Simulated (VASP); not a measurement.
A run of VASP 6.6.1 is set up as follows.

POSCAR

```
Ta2N
1.0
    3.1128615060      0.0000000000      0.0000000000
   -1.5564307530      2.6958171426      0.0000000000
    0.0000000000      0.0000000000      4.8698410000
Ta N
2 1
Direct
    0.6666666700      0.3333333300      0.7452890000
    0.3333333300      0.6666666700      0.2547110000
    0.0000000000      0.0000000000      0.0000000000
```

Contents of INCAR.step1:

```
SYSTEM = Ta2N
ALGO = Normal
EDIFF = 1E-5
ENCUT = 660
GGA = PE
GGA_COMPAT = .False.
ISMEAR = 0
ISPIN = 2
LASPH = .True.
LCHARG = .False.
LMAXMIX = 4
LREAL = .False.
LWAVE = .True.
MAGMOM = 1 1 0
NBANDS = 26
NELM = 200
PREC = Accurate
SIGMA = 0.1
```

File INCAR.step2:

```
SYSTEM = Ta2N
ALGO = Normal
EDIFF = 1E-6
ENCUT = 660
GGA_COMPAT = .False.
ISIF = 2
ISMEAR = 0
ISPIN = 2
ISTART = 1
LASPH = .True.
LCHARG = .True.
LELF = .True.
LMAXMIX = 4
LMIXTAU = .True.
LORBIT = 11
LREAL = .False.
LVHAR = .True.
LWAVE = .False.
MAGMOM = 1 1 0
METAGGA = R2SCAN
NBANDS = 26
NELM = 200
PREC = Accurate
SIGMA = 0.1
```

File KPOINTS:

```
k-points
0
Gamma
  6 6 4
  0 0 0
```

Potentials or basis: VASP PAW PBE potentials, release 64 (Ta_sv_GW, N).

Command:

```sh
$ cat potpaw_PBE.64/Ta_sv_GW/POTCAR potpaw_PBE.64/N/POTCAR > POTCAR
$ cp INCAR.step1 INCAR
$ mpirun -np 1 vasp_std > vasp.out
$ cp INCAR.step2 INCAR
$ mpirun -np 1 vasp_std > vasp.out
```

(1) Estimate the pressure.

(2) Predict the largest force.

(3) What does it give for the net moment?

## Answers

(1) -5.4 GPa.

(2) 0.147 eV/Å.

(3) 0.00 μB per cell.

Caveat: the k points lie up to 0.39 Å⁻¹ apart; the PAW data sets were made with another functional, which shifts forces and pressure a little.
